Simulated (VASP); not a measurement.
**Ge2Sb3Se: single point with PBE**

Crystal: Ge2Sb3Se.

```
Ge Sb Se
1.0
     4.02833    0.00000    0.00000
     0.00000    4.02833    0.00000
     0.00000    0.00000    9.55238
Ge Sb Se
2 3 1
Direct
  0.50000 0.00000 0.69223
  0.00000 0.50000 0.30777
  0.50000 0.00000 0.38762
  0.00000 0.50000 0.61238
  0.00000 0.00000 0.00000
  0.50000 0.50000 0.00000
```

The cell was generated, and may not be a known phase.

| Quantity | Value |
| --- | --- |
| Program | VASP 6.6.1 |
| Task | single point |
| Functional | PBE |
| Potentials or basis | VASP PAW PBE potentials, release 64 (Ge_d, Sb, Se) |
| Cutoff | 520 eV |
| k mesh | 10 × 10 × 4 |
| Occupations | gaussian, width 0.1 eV |
| Spin | no spin polarisation |

- Pressure: 0.0 GPa
- Band gap on the k mesh: zero (an odd number of electrons rules out a gap without spin polarisation)

Forces in eV/Å, atoms in the order of the input:
```
Ge   0.000  0.000  0.001
Ge   0.000  0.000 -0.001
Sb   0.000  0.000  0.003
Sb   0.000  0.000 -0.003
Sb   0.000  0.000  0.000
Se   0.000  0.000  0.000
```

Levels at points of the mesh, in eV from the Fermi level:
| k point | band 21 | band 22 | band 23 | band 24 | band 25 | band 26 | band 27 | band 28 |
| --- | --- | --- | --- | --- | --- | --- | --- | --- |
| (0.00, 0.00, 0.00) | -2.37 | -2.24 | -0.83 | -0.83 | 0.45 | 1.23 | 3.10 | 3.10 |
| (0.50, 0.00, 0.00) | -1.63 | -0.62 | -0.39 | -0.26 | 0.08 | 0.31 | 0.65 | 0.74 |
| (0.50, 0.50, 0.00) | -3.77 | -3.73 | -1.52 | -1.15 | -1.15 | -0.05 | 2.01 | 2.01 |
| (0.00, 0.00, 0.50) | -2.46 | -1.69 | -0.71 | -0.71 | -0.09 | 1.01 | 2.11 | 2.92 |
| (0.50, 0.00, 0.50) | -0.62 | -0.55 | -0.23 | 0.03 | 0.03 | 0.17 | 0.58 | 0.62 |
| (0.50, 0.50, 0.50) | -3.37 | -3.33 | -2.07 | -1.58 | -1.58 | -0.81 | 3.08 | 3.08 |

Run time: 110 s on 1 thread of AMD EPYC 9R45 96-Core Processor (Zen 5), with other jobs on the host, peak memory 0.42 GiB.

Caveat: spin-orbit coupling is left out, which moves the levels of the heavy elements; an odd number of electrons without spin polarisation forces a metal; a magnetic or distorted state may lie lower.
